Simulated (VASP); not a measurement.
Set up this calculation in VASP 6.6.1, as the native input.

```
Task                   : single point
Functional             : r2SCAN
Potentials or basis    : VASP PAW PBE potentials, release 64 (Cs_sv, Cl)
Cutoff                 : 550 eV
k mesh                 : 6 × 6 × 6
Occupations            : gaussian, width 0.02 eV
Spin                   : no spin polarisation
Dipole correction      : no
Further INCAR settings : ALGO = Normal; EDIFF = 1e-06; NBANDS = 15
```

The system is CsCl.

```
Cs Cl
1.0
     4.18117    0.00000    0.00000
     0.00000    4.18117    0.00000
     0.00000    0.00000    4.18117
Cs Cl
1 1
Direct
  0.00000 0.00000 0.00000
  0.50000 0.50000 0.50000
```

The input as run:

POSCAR

```
CsCl
1.0
    4.1811707682      0.0000000000      0.0000000000
    0.0000000000      4.1811707682      0.0000000000
    0.0000000000      0.0000000000      4.1811707682
Cs Cl
1 1
Direct
    0.0000000000      0.0000000000      0.0000000000
    0.5000000000      0.5000000000      0.5000000000
```

INCAR.step1

```
SYSTEM = CsCl
ALGO = Normal
EDIFF = 1E-5
ENCUT = 550
GGA = PE
GGA_COMPAT = .FALSE.
ISMEAR = 0
LASPH = .TRUE.
LCHARG = .FALSE.
LREAL = .FALSE.
LWAVE = .TRUE.
NBANDS = 15
NELM = 120
PREC = Accurate
SIGMA = 0.02
```

INCAR.step2

```
SYSTEM = CsCl
ALGO = Normal
EDIFF = 1E-6
ENCUT = 550
GGA_COMPAT = .FALSE.
ISIF = 2
ISMEAR = 0
ISTART = 1
LASPH = .TRUE.
LCHARG = .FALSE.
LMIXTAU = .TRUE.
LREAL = .FALSE.
LWAVE = .FALSE.
METAGGA = R2SCAN
NBANDS = 15
NELM = 120
PREC = Accurate
SIGMA = 0.02
```

KPOINTS

```
k-points
0
G
  6 6 6
  0 0 0
```

Potentials or basis: VASP PAW PBE potentials, release 64 (Cs_sv, Cl).

Launch:

```console
$ cat potpaw_PBE.64/Cs_sv/POTCAR potpaw_PBE.64/Cl/POTCAR > POTCAR
$ cp INCAR.step1 INCAR
$ mpirun -np 1 vasp_std > vasp.out
$ cp INCAR.step2 INCAR
$ mpirun -np 1 vasp_std > vasp.out
```

Results of the run:

The pressure is -0.5 GPa and the band gap on the k mesh is 5.85 eV.

Caveat: the PAW data sets were made with another functional, which shifts forces and pressure a little; spin-orbit coupling is left out, which moves the levels of the heavy elements.

It took 81 s on 1 thread of Intel Xeon 8259CL, on a shared host, peak memory 0.19 GiB.
